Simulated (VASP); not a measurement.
# Tl (P6_3/mmc) in VASP: a series of runs

The runs below take Tl through single point, with LDA, r2SCAN.

Everything below comes from runs of VASP 6.6.1. Logs are shortened: lines on timing, memory, paths and dates and some standing lists are left out, and cuts for length are marked.

### 1 The cell of the first run

The structure is hexagonal, space group P6_3/mmc (No. 194). Conventional cell: a = 3.456 Å, b = 3.456 Å, c = 5.525 Å, α = 90.00°, β = 90.00°, γ = 120.00°. Within 4.5 Å of Tl (site symmetry -6m2) lie 12 Tl at 3.41 to 3.46 Å.

### 2 Single point, LDA

The input, INCAR:

```
SYSTEM = Tl
ALGO = Normal
EDIFF = 1E-6
ENCUT = 520
ISIF = 2
ISMEAR = 0
LASPH = .TRUE.
LCHARG = .FALSE.
LREAL = .FALSE.
LWAVE = .FALSE.
NBANDS = 20
NELM = 60
PREC = Accurate
SIGMA = 0.05
```

The input, KPOINTS:

```
k-points
0
G
  12 12 6
  0 0 0
```

The input, POSCAR:

```
Tl
1.0
    3.4560000000      0.0000000000      0.0000000000
   -1.7280000000      2.9929837955      0.0000000000
    0.0000000000      0.0000000000      5.5250000000
Tl
2
Direct
    0.3333333333      0.6666666667      0.2500000000
    0.6666666667      0.3333333333      0.7500000000
```

Potentials or basis: VASP PAW LDA potentials, release 64 (Tl_d).

Launch:

```bash
> cat potpaw_LDA.64/Tl_d/POTCAR > POTCAR
> mpirun -np 1 vasp_std > vasp.out
```

OUTCAR:

```text
SYSTEM = Tl
   EDIFF = 1E-6
   ENCUT = 520
   ISIF = 2
   ISMEAR = 0
   LASPH = .TRUE.
   LREAL = .FALSE.
   NELM = 60
   PREC = Accurate

 ion  position               nearest neighbor table
   1  0.333  0.667  0.250-   2 3.41   2 3.41   2 3.41   2 3.41   2 3.41   2 3.41
   2  0.667  0.333  0.750-   1 3.41   1 3.41   1 3.41   1 3.41   1 3.41   1 3.41

  LATTYP: Found a hexagonal cell.
 ALAT       =     3.4560000000
 C/A-ratio  =     1.5986689815

  Lattice vectors:

 A1 = (   3.4560000000,   0.0000000000,   0.0000000000)
 A2 = (  -1.7280000000,   2.9929837955,   0.0000000000)
 A3 = (   0.0000000000,   0.0000000000,   5.5250000000)

Analysis of symmetry for initial positions (statically):
=====================================================================
 Subroutine PRICEL returns:
 Original cell was already a primitive cell.

 Routine SETGRP: Setting up the symmetry group for a
 hexagonal supercell.

 Subroutine GETGRP returns: Found 24 space group operations
 (whereof 12 operations were pure point group operations)
 out of a pool of 24 trial point group operations.

The static configuration has the point symmetry D_3d.
 The point group associated with its full space group is D_6h.

Analysis of symmetry for dynamics (positions and initial velocities):
=====================================================================
 Subroutine PRICEL returns:
 Original cell was already a primitive cell.

 Routine SETGRP: Setting up the symmetry group for a
 hexagonal supercell.

 Subroutine GETGRP returns: Found 24 space group operations
 (whereof 12 operations were pure point group operations)
 out of a pool of 24 trial point group operations.

The dynamic configuration has the point symmetry D_3d.
 The point group associated with its full space group is D_6h.

 Subroutine INISYM returns: Found 24 space group operations
 (whereof 12 operations are pure point group operations),
 and found     1 'primitive' translations

----------------------------------------------------------------------------------------

                                     Primitive cell

  volume of cell :      57.1492

  direct lattice vectors                    reciprocal lattice vectors
     3.456000000  0.000000000  0.000000000     0.289351852  0.167057370  0.000000000
    -1.728000000  2.992983795  0.000000000     0.000000000  0.334114739  0.000000000
     0.000000000  0.000000000  5.525000000     0.000000000  0.000000000  0.180995475

  length of vectors
     3.456000000  3.456000000  5.525000000     0.334114739  0.334114739  0.180995475

  position of ions in fractional coordinates (direct lattice)
     0.333333333  0.666666667  0.250000000
     0.666666667  0.333333333  0.750000000

  ion indices of the primitive-cell ions
   primitive index   ion index
                 1           1
                 2           2

----------------------------------------------------------------------------------------

 KPOINTS: k-points

Automatic generation of k-mesh.
 Grid dimensions read from file:
 generate k-points for:   12   12    6

 Generating k-lattice:

  Cartesian coordinates                     Fractional coordinates (reciprocal lattice)
     0.024112654  0.013921447  0.000000000     0.083333333 -0.000000000  0.000000000
     0.000000000  0.027842895  0.000000000     0.000000000  0.083333333  0.000000000
     0.000000000  0.000000000  0.030165913     0.000000000  0.000000000  0.166666667

  Length of vectors
     0.027842895  0.027842895  0.030165913

  Shift w.r.t. Gamma in fractional coordinates (k-lattice)
     0.000000000  0.000000000  0.000000000

 Subroutine IBZKPT returns following result:
 ===========================================

 Found     76 irreducible k-points:

 Following reciprocal coordinates:
            Coordinates               Weight
  0.000000  0.000000  0.000000      1.000000
  0.083333  0.000000  0.000000      6.000000
  0.166667  0.000000  0.000000      6.000000
  0.250000  0.000000  0.000000      6.000000
  0.333333  0.000000  0.000000      6.000000
  0.416667  0.000000  0.000000      6.000000
[... 16 lines left out ...]
  0.250000  0.000000  0.166667     12.000000
  0.333333  0.000000  0.166667     12.000000
 [... further k-points ...]
   k-points           NKPTS =     76   k-points in BZ     NKDIM =     76   number of bands    NBANDS=     20
   number of dos      NEDOS =    301   number of ions     NIONS =      2
   total plane-waves  NPLWV =  32928
   dimension x,y,z NGX =    28 NGY =   28 NGZ =   42
   dimension x,y,z NGXF=    56 NGYF=   56 NGZF=   84
   ions per type =               2
   NGX,Y,Z   is equivalent  to a cutoff of  13.47, 13.47, 12.64 a.u.
   NGXF,Y,Z  is equivalent  to a cutoff of  26.94, 26.94, 25.28 a.u.
 SYSTEM =  Tl
   PREC   = accura    normal or accurate (medium, high low for compatibility)
   ISTART =      0    job   : 0-new  1-cont  2-samecut
   ICHARG =      2    charge: 1-file 2-atom 10-const
   ISPIN  =      1    spin polarized calculation?
   LNONCOLLINEAR =      F non collinear calculations
   LSORBIT =      F    spin-orbit coupling
   LASPH  =      T    aspherical Exc in radial PAW
   ENCUT  =  520.0 eV  38.22 Ry    6.18 a.u.   6.43  6.43 10.27*2*pi/ulx,y,z
   NELM   =     60;   NELMIN=  2; NELMDL= -5     # of ELM steps
   EDIFF  = 0.1E-05   stopping-criterion for ELM
   LREAL  =      F    real-space projection
   EDIFFG = 0.1E-04   stopping-criterion for IOM
   NSW    =      0    number of steps for IOM
   IBRION =     -1    ionic relax: 0-MD 1-quasi-New 2-CG
   NFREE  =      0    steps in history (QN), initial steepest desc. (CG)
   ISIF   =      2    stress and relaxation
   ISYM   =      2    0-nonsym 1-usesym 2-fastsym
   POTIM  = 0.5000    time-step for ionic-motion
   TEBEG  =    0.0;   TEEND  =   0.0 temperature during run
   PSTRESS=    0.0 pullay stress
   NELECT =      26.0000    total number of electrons
   NUPDOWN=      -1.0000    fix difference up-down
   EMIN   =  10.00;   EMAX   =-10.00  energy-range for DOS
   EFERMI =   0.00;   METHOD = LEGACY
   ISMEAR =     0;   SIGMA  =   0.05  broadening in eV -4-tet -1-fermi 0-gaus
   EFERMI_NEDOS =   21; number of points for ismear=-14 and -15
   IALGO  =     38    algorithm
   IMIX   =      4    mixing-type and parameters
     AMIX     =   0.40;   BMIX     =  1.00
     AMIX_MAG =   1.60;   BMIX_MAG =  1.00
  volume/ion in A,a.u.               =      28.57       192.83
  Fermi-wavevector in a.u.,A,eV,Ry     =   1.259107  2.379366 21.569987  1.585349
  Thomas-Fermi vector in A             =   2.392683
   LORBIT       =      0    0 simple, 1 ext, 2 COOP (PROOUT), +10 PAW based schemes
   GGA     = CA    functional components
   LHFCALC =     F    Hartree Fock is set to
   AEXX    =    0.0000 exact exchange contribution
   IVDW    =     0    specifies the selected vdW correction
   LEPSILON=     F    determine dielectric tensor
   LRPA    =     F    only Hartree local field effects (RPA)
 non-spin polarized calculation
 Gauss-broadening in eV      SIGMA  =   0.05
  energy-cutoff  :      520.00
  volume of cell :       57.15
 maximum number of plane-waves:      1566
 NGX is ok and might be reduce to    28
   NGX = 13   NGY = 13   NGZ = 21

 number of electron      26.0000004 magnetization

 Free energy of the ion-electron system (eV)
  ---------------------------------------------------
  ext. energy  EPLUGINS =         0.00000000
  ---------------------------------------------------
  free energy    TOTEN  =        -5.86113441 eV

  energy without entropy =       -5.86060682  energy(sigma->0) =       -5.86087062

 E-fermi :   6.2629     XC(G=0): -10.5071

 val. band max:        6.1955533859   @ k =   0.2500   0.2500   0.0000
 cond. band min:       6.3020252160   @ k =   0.2500   0.1667   0.0000
 fundamental gap:      0.1064718300
 Fermi energy:         6.2629144045

 k-point     1 :       0.0000    0.0000    0.0000
  band No.  band energies     occupation
      1      -5.4627      2.00000
      2      -5.2267      2.00000
      3      -5.2105      2.00000
      4      -5.2105      2.00000
      5      -5.1563      2.00000
      6      -5.1563      2.00000
[... 12 lines left out ...]
     19      17.1610      0.00000
     20      17.1717      0.00000

 k-point     2 :       0.0833    0.0000    0.0000
  band No.  band energies     occupation
      1      -5.4388      2.00000
      2      -5.2587      2.00000
      3      -5.1804      2.00000
      4      -5.1730      2.00000
      5      -5.1572      2.00000
      6      -5.1282      2.00000
[... 12 lines left out ...]
     19      17.2183      0.00000
     20      17.8054      0.00000

 k-point     3 :       0.1667    0.0000    0.0000
  band No.  band energies     occupation
      1      -5.4144      2.00000
      2      -5.2703      2.00000
      3      -5.1762      2.00000
      4      -5.1583      2.00000
      5      -5.1376      2.00000
      6      -5.0972      2.00000
[... 12 lines left out ...]
     19      16.5864      0.00000
     20      18.1625      0.00000

 k-point     4 :       0.2500    0.0000    0.0000
  band No.  band energies     occupation
      1      -5.4582      2.00000
      2      -5.2648      2.00000
      3      -5.2405      2.00000
      4      -5.1817      2.00000
      5      -5.1515      2.00000
      6      -5.0007      2.00000
[... 12 lines left out ...]
     19      15.8954      0.00000
     20      17.3188      0.00000

 k-point     5 :       0.3333    0.0000    0.0000
  band No.  band energies     occupation
      1      -5.5202      2.00000
      2      -5.3313      2.00000
      3      -5.3038      2.00000
      4      -5.2224      2.00000
      5      -5.0845      2.00000
      6      -4.9845      2.00000
[... 12 lines left out ...]
     19      15.1484      0.00000
     20      16.6545      0.00000
[... 353 lines left out ...]
      6      -5.1443      2.00000
[... 12 lines left out ...]
     19      16.7031      0.00000
     20      17.5228      0.00000

 k-point    22 :       0.1667    0.0000    0.1667
  band No.  band energies     occupation
      1      -5.4020      2.00000
      2      -5.2604      2.00000
      3      -5.2179      2.00000
      4      -5.1871      2.00000
      5      -5.1651      2.00000
      6      -5.0666      2.00000
[... 12 lines left out ...]
     19      16.0480      0.00000
     20      17.5039      0.00000

 k-point    23 :       0.2500    0.0000    0.1667
  band No.  band energies     occupation
      1      -5.4457      2.00000
      2      -5.3028      2.00000
      3      -5.2460      2.00000
      4      -5.1671      2.00000
      5      -5.1396      2.00000
      6      -5.0101      2.00000
[... 12 lines left out ...]
     19      15.5162      0.00000
     20      16.7893      0.00000

 k-point    24 :       0.3333    0.0000    0.1667
  band No.  band energies     occupation
      1      -5.5039      2.00000
      2      -5.3875      2.00000
      3      -5.2811      2.00000
      4      -5.1950      2.00000
      5      -5.0960      2.00000
      6      -5.0237      2.00000
[... 12 lines left out ...]
     19      14.9792      0.00000
     20      16.1976      0.00000

 [... further k-points ...]

------------------------ aborting loop because EDIFF is reached ----------------------------------------

  FORCE on cell =-STRESS in cart. coord.  units (eV):
  Direction    XX          YY          ZZ          XY          YZ          ZX
  --------------------------------------------------------------------------------------
  -------------------------------------------------------------------------------------
  Total       -0.4523771     -0.4523771     -0.7728075     -0.0000000      0.0000000      0.0000000
  in kB      -12.6823824    -12.6823824    -21.6656406     -0.0000000      0.0000000      0.0000000
  external PRESSURE =     -15.6768018 kB  Pullay stress =       0.0000000 kB

 VOLUME and BASIS-vectors are now :
 -----------------------------------------------------------------------------
  energy-cutoff  :      520.00
  volume of cell :       57.15
      direct lattice vectors                 reciprocal lattice vectors
     3.456000000  0.000000000  0.000000000     0.289351852  0.167057370  0.000000000
    -1.728000000  2.992983795  0.000000000     0.000000000  0.334114739  0.000000000
     0.000000000  0.000000000  5.525000000     0.000000000  0.000000000  0.180995475

 POSITION                                       TOTAL-FORCE (eV/Angst)
 -----------------------------------------------------------------------------------
     -0.00000      1.99532      1.38125        -0.000000      0.000000      0.000000
      1.72800      0.99766      4.14375         0.000000     -0.000000      0.000000
 -----------------------------------------------------------------------------------
    total drift:                               -0.000000      0.000000     -0.000000

  FREE ENERGIE OF THE ION-ELECTRON SYSTEM (eV)
  ---------------------------------------------------
  free  energy   TOTEN  =        -5.8611344136 eV

  energy  without entropy=       -5.8606068215  energy(sigma->0) =       -5.86087062
```

Wall time 98 s (1 thread of AMD EPYC 7R43 (Zen 3), shared host); peak memory 0.16 GiB.

Results:

```
Free energy            : -5.8611 eV
Pressure               : -1.6 GPa
Band gap on the k mesh : zero (band 13 reaches 9.79 eV, above the bottom of band 14 at 4.00 eV)
```

Caveat: spin-orbit coupling is left out, which moves the levels of the heavy elements.

### 3 Single point, r2SCAN

This run uses another cell than the first one, of 25.72 Å³/atom, 0.900 times its volume.

The input, POSCAR:

```
Tl
1.0
    3.3367313132      0.0000000000      0.0000000000
   -1.6683656566      2.8896940829      0.0000000000
    0.0000000000      0.0000000000      5.3343288499
Tl
2
Direct
    0.3333333333      0.6666666667      0.2500000000
    0.6666666667      0.3333333333      0.7500000000
```

The input, INCAR.step1:

```
SYSTEM = Tl
PREC = Accurate ; ENCUT = 520
ISMEAR = 0 ; SIGMA = 0.05
LREAL = .FALSE. ; LASPH = .TRUE.
NELM = 80 ; NBANDS = 20
GGA = PE ; ALGO = Normal
EDIFF = 1E-4 ; LWAVE = .TRUE.
LCHARG = .FALSE.
```

The input, INCAR.step2:

```
SYSTEM = Tl
PREC = Accurate ; ENCUT = 520
EDIFF = 1E-6 ; ISMEAR = 0
SIGMA = 0.05 ; LREAL = .FALSE.
LASPH = .TRUE. ; NELM = 80
ALGO = Normal ; ISIF = 2
LWAVE = .FALSE. ; LCHARG = .FALSE.
METAGGA = R2SCAN ; LMIXTAU = .TRUE.
NBANDS = 20 ; ISTART = 1
```

The input, KPOINTS:

```
Automatic mesh
0
G
  12 12 6
  0 0 0
```

Potentials or basis: VASP PAW PBE potentials, release 64 (Tl_d).

Launch:

```bash
> cat potpaw_PBE.64/Tl_d/POTCAR > POTCAR
> cp INCAR.step1 INCAR
> mpirun -np 1 vasp_std > vasp.out
> cp INCAR.step2 INCAR
> mpirun -np 1 vasp_std > vasp.out
```

Wall time 7.1 min (1 thread of AMD EPYC 7R43 (Zen 3), shared host); peak memory 0.18 GiB.

It converged, with:

| Quantity | Value |
| --- | --- |
| Free energy | -106.1740 eV |
| Pressure | 7.8 GPa |
| Band gap on the k mesh | zero (band 13 reaches 11.84 eV, above the bottom of band 14 at 5.04 eV) |

Stress tensor (GPa, compression positive):
```
7.90 0.00 0.00
0.00 7.90 0.00
0.00 0.00 7.58
```

Levels at points of the mesh, in eV from the Fermi level:
| k point | band 10 | band 11 | band 12 | band 13 | band 14 | band 15 | band 16 | band 17 |
| --- | --- | --- | --- | --- | --- | --- | --- | --- |
| (0.00, 0.00, 0.00) | -11.67 | -11.25 | -5.28 | -3.36 | 9.01 | 9.01 | 11.20 | 11.41 |
| (0.50, 0.00, 0.00) | -11.60 | -6.16 | -5.07 | -0.52 | 0.55 | 1.43 | 4.23 | 4.33 |
| (0.00, 0.00, 0.50) | -11.82 | -9.57 | -9.57 | 3.92 | 3.92 | 10.11 | 10.11 | 10.11 |
| (0.50, 0.00, 0.50) | -11.63 | -4.88 | -4.88 | -2.68 | -2.68 | 6.20 | 6.20 | 6.97 |

Caveat: the PAW data sets were made with another functional, which shifts forces and pressure a little; spin-orbit coupling is left out, which moves the levels of the heavy elements.
